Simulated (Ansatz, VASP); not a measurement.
# Ca in VASP and in Ansatz

File INCAR:

```
SYSTEM = Ca
PREC = Accurate ; ENCUT = 520
EDIFF = 1E-7 ; ISMEAR = 0
SIGMA = 0.15 ; LREAL = .False.
LASPH = .True. ; NELM = 80
ALGO = Normal ; ISIF = 2
LWAVE = .False. ; LCHARG = .False.
GGA = PS ; NBANDS = 11
```

The input KPOINTS:

```
Automatic mesh
0
Gamma
  14 14 14
  0 0 0
```

File POSCAR:

```
Ca
1.0
    0.0000000000      2.7942000000      2.9059680000
    2.7942000000      0.0000000000      2.9059680000
    2.7942000000      2.7942000000      0.0000000000
Ca
1
Direct
    0.0000000000      0.0000000000      0.0000000000
```

Input for Ansatz:

```yaml
crystal:
  lattice:
    - [0.0, 2.7942, 2.905968]
    - [2.7942, 0.0, 2.905968]
    - [2.7942, 2.7942, 0.0]
  atoms:
    - { symbol: Ca, position: [0.0, 0.0, 0.0] }
basis:
  ecutwfc: 420
kpoints:
  mp_grid: { grid: [14, 14, 14] }
hamiltonian:
  xc: pbesol
scf:
  occupations: { method: gaussian, width: 0.15 }
output:
  forces: true
  stress: true
  eigenvalues: true
```

Change from the starting cell: strain +0.000 along x and y, +0.040 along z, atoms carried along.

Alike in both runs: task single point; functional PBEsol; k mesh 14 × 14 × 14; occupations gaussian, width 0.15 eV; no spin polarisation.

|  | VASP | Ansatz |
| --- | --- | --- |
| version | VASP 6.6.1 | Ansatz 0.2.0 |
| potentials or method | VASP PAW PBE potentials, release 64 (Ca_sv), cutoff 520 eV | scalar-relativistic, plane waves, PAW |
| valence electrons in the cell | 10 | 10 |

|  | VASP | Ansatz | Ansatz less VASP |
| --- | --- | --- | --- |
| gap on the k mesh at the Fermi level (eV) | none | none | - |
| pressure (GPa) | -1.7 | -1.7 | -0.01 |
| traceless stress, the component that is largest in VASP (GPa) | -0.23 | -0.23 | 0.000 |

VASP's potentials were made for PBE, not for PBEsol. A gap of «none» marks a metal or a gap that the smearing closes.
